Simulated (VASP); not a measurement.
Write the native input for VASP 6.6.1 that does the following.

```yaml
Task: single point
Functional: LDA
Potentials_or_basis: VASP PAW LDA potentials, release 64 (Mg, Tl_d)
Cutoff: 520 eV
k_mesh: 9 × 9 × 9
Occupations: fermi-dirac, width 0.05 eV
Spin: no spin polarisation
Dipole_correction: no
Further_INCAR_settings: ALGO = Normal; EDIFF = 1e-06; NBANDS = 14
```

The structure of MgTl lies in POSCAR:

```
MgTl
1.0
    3.6106032918      0.0000000000      0.0000000000
    0.0000000000      3.6106032918      0.0000000000
    0.0000000000      0.0000000000      3.6106032918
Mg Tl
1 1
Direct
    0.0000000000      0.0000000000      0.0000000000
    0.5000000000      0.5000000000      0.5000000000
```

One way to write it, as run:

INCAR

```
ALGO = Normal
EDIFF = 1E-6
ENCUT = 520
GGA = CA
ISIF = 2
ISMEAR = -1
LASPH = T
LCHARG = F
LREAL = F
LWAVE = F
NBANDS = 14
NELM = 60
PREC = Accurate
SIGMA = 0.05
```

KPOINTS

```
k-points
0
Gamma
  9 9 9
```

Potentials or basis: VASP PAW LDA potentials, release 64 (Mg, Tl_d).

Run with:

```console
$ cat potpaw_LDA.64/Mg/POTCAR potpaw_LDA.64/Tl_d/POTCAR > POTCAR
$ mpirun -np 1 vasp_std > vasp.out
```

Results of the run:

```
Pressure               : -2.0 GPa
Band gap on the k mesh : zero (an odd number of electrons rules out a gap without spin polarisation)
```

Caveat: spin-orbit coupling is left out, which moves the levels of the heavy elements.

Wall time 19 s on 1 thread of Intel Xeon 8259CL, on a shared host, peak memory 0.16 GiB.
